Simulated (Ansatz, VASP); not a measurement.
AlIr in VASP and in Ansatz

```
Al Ir
1.0
     2.96973    0.00000    0.00000
     0.00000    2.96973    0.00000
     0.00000    0.00000    2.96973
Al Ir
1 1
Direct
  0.00000 0.00000 0.00000
  0.50000 0.50000 0.50000
```

Alike in both runs: functional LDA; k mesh 14 × 14 × 14; occupations fermi-dirac, width 0.1 eV; no spin polarisation.

Ansatz relaxed the structure, and its values are those at the end. VASP's run is a single point on that final structure, the one shown.

```csv
,VASP,Ansatz
version,VASP 6.6.1,Ansatz 0.2.0
potentials or method,"VASP PAW LDA potentials, release 64 (Al, Ir)","PAW with Ansatz's default frozen-core files, scalar-relativistic"
plane-wave cutoff (eV),520,420
valence electrons in the cell,12,20
```

|  | VASP | Ansatz | Ansatz less VASP |
| --- | --- | --- | --- |
| pressure (GPa) | 1.2 | 0.0 | -1.25 |

LDA's correlation is that of Perdew and Zunger in VASP and of Perdew and Wang (1992) in Ansatz. VASP's potentials hold 12 valence electrons a cell and Ansatz's 20, so a difference there can come from the potentials and not from the codes.

Neither program's run includes spin-orbit coupling.
